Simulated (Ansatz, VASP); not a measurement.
**Al in VASP and in Ansatz**

Contents of INCAR:

```
SYSTEM = Al
PREC = Accurate
ENCUT = 520
EDIFF = 1E-6
ISMEAR = -1
SIGMA = 0.1
LREAL = .False.
LASPH = .True.
NELM = 80
ALGO = Normal
ISIF = 2
LWAVE = .False.
LCHARG = .False.
NBANDS = 8
```

KPOINTS

```
regular mesh
0
Gamma
  22 22 22
  0 0 0
```

The input POSCAR:

```
Al
1.0
    0.0000000000      1.9916090289      1.9916090289
    1.9916090289      0.0000000000      1.9916090289
    1.9916090289      1.9916090289      0.0000000000
Al
1
Direct
    0.0000000000      0.0000000000      0.0000000000
```

Input for Ansatz:

```yaml
crystal:
  lattice:
    - [0.0, 1.9916090286, 1.9916090286]
    - [1.9916090286, 0.0, 1.9916090286]
    - [1.9916090286, 1.9916090286, 0.0]
  atoms:
    - { symbol: Al, position: [0.0, 0.0, 0.0] }
hamiltonian:
  xc: lda
  pseudopotentials:
    kind: paw
    azcp:
      Al: "pseudopotentials/Al.paw.azcp"
basis:
  ecutwfc: 420
  fft_grid_basis: typed
kpoints:
  mp_grid: { grid: [22, 22, 22], shift: [0, 0, 0] }
magnetization:
  spin_polarized: false
scf:
  occupations: { method: fermi_dirac, width: 0.1 }
output:
  stress: true
```

Alike in both runs: task single point; functional LDA; k mesh 22 × 22 × 22; occupations fermi-dirac, width 0.1 eV; no spin polarisation.

|  | VASP | Ansatz |
| --- | --- | --- |
| version | VASP 6.6.1 | Ansatz 0.2.0 |
| potentials or method | VASP PAW LDA potentials, release 64 (Al), cutoff 520 eV | plane waves (420 eV) with PAW, scalar-relativistic |
| valence electrons in the cell | 3 | 3 |

```csv
,VASP,Ansatz,Ansatz less VASP
pressure (GPa),0.1,0.1,-0.08
```

Ansatz warns that its potentials were made for another functional, while VASP's fit it. LDA's correlation is that of Perdew and Zunger in VASP and of Perdew and Wang (1992) in Ansatz.
